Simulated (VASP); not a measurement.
KF: single point with PBE

The system is KF.

```xyz
2
Lattice="3.5404 0.0000 0.0000 0.0000 3.5404 0.0000 0.0000 0.0000 2.7615" Properties=species:S:1:pos:R:3 pbc="T T T"
K     0.0000    0.0000    0.0000
F     1.7702    1.7702    1.3807
```

This cell differs from its parent crystal: ratio of the length along z to the lengths across it x 0.78, volume and fractional coordinates fixed.

* Program: VASP 6.6.1
* Task: single point
* Functional: PBE
* Potentials or basis: VASP PAW PBE potentials, release 64 (K_sv, F)
* Cutoff: 520 eV
* k mesh: 8 × 8 × 8
* Occupations: gaussian, width 0.05 eV
* Spin: no spin polarisation
* Dipole correction: no
* Further INCAR settings: ALGO = Normal; EDIFF = 1e-06; NBANDS = 15

The pressure is 1.1 GPa. The band gap on the k mesh is 5.19 eV, indirect (least direct gap 5.22 eV).

Stress tensor (GPa, compression positive):
```
-7.18  0.00  0.00
 0.00 -7.18  0.00
 0.00  0.00 17.52
```

Levels at points of the mesh, in eV from the valence-band top:
| k point | band 6 | band 7 | band 8 | band 9 | band 10 | band 11 |
| --- | --- | --- | --- | --- | --- | --- |
| (0.00, 0.00, 0.00) | -1.08 | -1.08 | -0.03 | 5.19 | 6.72 | 7.32 |
| (0.50, 0.00, 0.00) | -2.01 | -1.31 | -0.05 | 7.42 | 8.02 | 9.31 |
| (0.50, 0.50, 0.00) | -1.43 | -1.43 | 0.00 | 7.34 | 8.30 | 11.85 |
| (0.00, 0.00, 0.50) | -2.08 | -1.01 | -1.01 | 8.98 | 9.42 | 9.42 |
| (0.50, 0.00, 0.50) | -1.67 | -1.21 | -0.87 | 6.57 | 8.49 | 8.86 |
| (0.50, 0.50, 0.50) | -1.94 | -1.61 | -1.61 | 8.12 | 8.12 | 10.76 |

It took 39 s on 1 thread of Intel(R) Xeon(R) Platinum 8259CL CPU @ 2.50GHz (Skylake/Cascade Lake), on a shared host, peak memory 0.17 GiB.

 A k mesh can miss the band edges.
